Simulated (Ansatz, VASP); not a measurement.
# Ge: VASP beside Ansatz

INCAR

```
SYSTEM = Ge
PREC     = Accurate       ! precision mode
ENCUT    = 520            ! plane-wave cutoff, eV
EDIFF    = 1E-6           ! SCF threshold, eV
ISMEAR   = 0              ! smearing method
SIGMA    = 0.1            ! smearing width, eV
LREAL    = .False.        ! projectors in reciprocal space
LASPH    = .True.         ! aspherical terms in the spheres
NELM     = 80             ! most SCF steps
ALGO     = Normal         ! electronic algorithm
ISIF     = 2              ! what is computed and relaxed
LWAVE    = .False.        ! write WAVECAR
LCHARG   = .False.        ! write CHGCAR
GGA      = PE             ! functional
NBANDS   = 51             ! bands
```

The input KPOINTS:

```
regular mesh
0
Gamma
  4 4 4
  0 0 0
```

The input POSCAR:

```
Ge
1.0
    4.1235340900      0.0000000000      0.0000000000
    0.0000000000      4.1235340900      0.0000000000
    0.0000000000      0.0000000000      6.5983664000
Ge
6
Direct
    0.0000000000      0.0000000000      0.2500000000
    0.0000000000      0.0000000000      0.7500000000
    0.6566823100      0.2368163300      0.5000000000
    0.3433176900      0.7631836700      0.5000000000
    0.7631836700      0.6566823100      0.0000000000
    0.2368163300      0.3433176900      0.0000000000
```

Input for Ansatz:

```yaml
crystal:
  lattice:
    - [4.12353409, 0.0, 0.0]
    - [0.0, 4.12353409, 0.0]
    - [0.0, 0.0, 6.5983664]
  atoms:
    - { symbol: Ge, position: [0.0, 0.0, 0.25] }
    - { symbol: Ge, position: [0.0, 0.0, 0.75] }
    - { symbol: Ge, position: [0.65668231, 0.23681633, 0.5] }
    - { symbol: Ge, position: [0.34331769, 0.76318367, 0.5] }
    - { symbol: Ge, position: [0.76318367, 0.65668231, 0.0] }
    - { symbol: Ge, position: [0.23681633, 0.34331769, 0.0] }
basis:
  ecutwfc: 420
kpoints:
  mp_grid: { grid: [4, 4, 4] }
hamiltonian:
  xc: pbe
scf:
  occupations: { method: gaussian, width: 0.1 }
  lower_state_search: "off"
output:
  forces: true
  stress: true
  eigenvalues: true
```

Alike in both runs: task single point; functional PBE; k mesh 4 × 4 × 4; occupations gaussian, width 0.1 eV; no spin polarisation.

```csv
,VASP,Ansatz
version,VASP 6.6.1,Ansatz 0.2.0
potentials or method,"VASP PAW PBE potentials, release 64 (Ge_d), cutoff 520 eV","scalar-relativistic, plane waves, PAW"
valence electrons in the cell,84,84
```

VASP gave:

```
gap on the k mesh at the Fermi level (eV)                     : none
pressure (GPa)                                                : 16.2
traceless stress, the component that is largest in VASP (GPa) : 6.20
rms of the force components (eV/Å)                            : 0.728
```

Q: Which values does Ansatz return?

A: gap on the k mesh at the Fermi level (eV): none; pressure (GPa): 16.3; traceless stress, the component that is largest in VASP (GPa): 6.21; rms of the force components (eV/Å): 0.729.

Atom by atom the forces differ by 0.002 eV/Å (rms over components). A gap of «none» marks a metal or a gap that the smearing closes.

The k mesh is coarse, so the values compare programs but aren't converged.
